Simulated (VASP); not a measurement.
Set up this calculation in VASP 6.6.1, as the native input.

```yaml
Task: single point
Functional: PBE
Potentials_or_basis: VASP PAW PBE potentials, release 64 (Ta_pv, S)
Cutoff: 520 eV
k_mesh: 8 × 8 × 1
Occupations: gaussian, width 0.1 eV
Spin: no spin polarisation
Dipole_correction: yes
Further_INCAR_settings: ALGO = Normal; EDIFF = 1e-07; NBANDS = 33
```

The structure of Ta4S lies in POSCAR:

```
Ta4S
1.0
    3.3189671341      0.0000000000      0.0000000000
    0.0000000000      3.3189671341      0.0000000000
    0.0000000000      0.0000000000     20.2996559613
Ta S
4 1
Direct
    0.5000000000      0.5000000000      0.1970476745
    0.0000000000      0.0000000000      0.2787970189
    0.5000000000      0.5000000000      0.3599139055
    0.0000000000      0.0000000000      0.4334879359
    0.0000000000      0.2500000000      0.5359448618
```

These files were run (other wordings do the same):

INCAR

```
SYSTEM = Ta4S
PREC = Accurate ; ENCUT = 520
EDIFF = 1E-7 ; ISMEAR = 0
SIGMA = 0.1 ; LREAL = .FALSE.
LASPH = .TRUE. ; NELM = 60
ALGO = Normal ; ISIF = 2
LWAVE = .FALSE. ; LCHARG = .TRUE.
LDIPOL = .TRUE. ; IDIPOL = 3
DIPOL = 0.5 0.5 0.361 ; GGA = PE
LELF = .TRUE. ; LVHAR = .TRUE.
LVACPOTAV = .TRUE. ; NBANDS = 33
```

KPOINTS

```
regular mesh
0
G
  8 8 1
  0 0 0
```

Potentials or basis: VASP PAW PBE potentials, release 64 (Ta_pv, S).

Launch:

```console
$ cat potpaw_PBE.64/Ta_pv/POTCAR potpaw_PBE.64/S/POTCAR > POTCAR
$ mpirun -np 1 vasp_std > vasp.out
```

It gave:

```
Largest force          : 2.218 eV/Å
Band gap on the k mesh : zero (bands 25 and 26 overlap by 0.90 eV)
```

Caveat: spin-orbit coupling is left out, which moves the levels of the heavy elements.

Wall time 12 min on 1 thread of Intel Xeon 8259CL (shared host), peak memory 0.43 GiB.
